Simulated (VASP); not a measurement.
Runs of VASP 6.6.1 on HfS4. The structure is that of space group F-43m (No. 216), or close to it. The cells are those of the table. 

```csv
task,cell,k mesh,cutoff (eV),gap on the mesh (eV),pressure (GPa),relaxed volume (Å³/atom),largest force (eV/Å)
relaxation of cell and atoms,"relaxed from a = 5.212 Å, angles 60.0°, 5 atoms",10 × 10 × 10,600,none,0.0,(a),-
single point,"a = 5.535 Å, angles 60.0°, 5 atoms",4 × 4 × 4,520,none,-8.7,-,(b)
single point,"a = 5.184 Å, angles 60.0°, 5 atoms",10 × 10 × 10,520,none,-0.3,-,0.01
relaxation of cell and atoms,"relaxed from a = 5.535 Å, angles 60.0°, 5 atoms",4 × 4 × 4,600,none,-0.2,20.07,0.01
single point,"a = 5.212 Å, angles 60.0°, 5 atoms",4 × 4 × 4,520,none,-0.1,-,0.01
```

Alike in all rows: level PBE; potentials or basis VASP PAW PBE potentials, release 64 (Hf_pv, S); no spin polarisation; smearing gaussian 0.1 eV.

Task: Fill in the values left out.

Result: (a) 19.60; (b) 0.19.

Caveats: some runs use coarse meshes; spin-orbit coupling is left out, which moves the levels of the heavy elements; the volume moved by over 15 % at a fixed basis, so the end points are rough (some runs).

A k mesh can miss the band edges, and the runs leave out spin-orbit coupling on Hf.

A gap of «none» marks levels without a gap at the run's occupations.
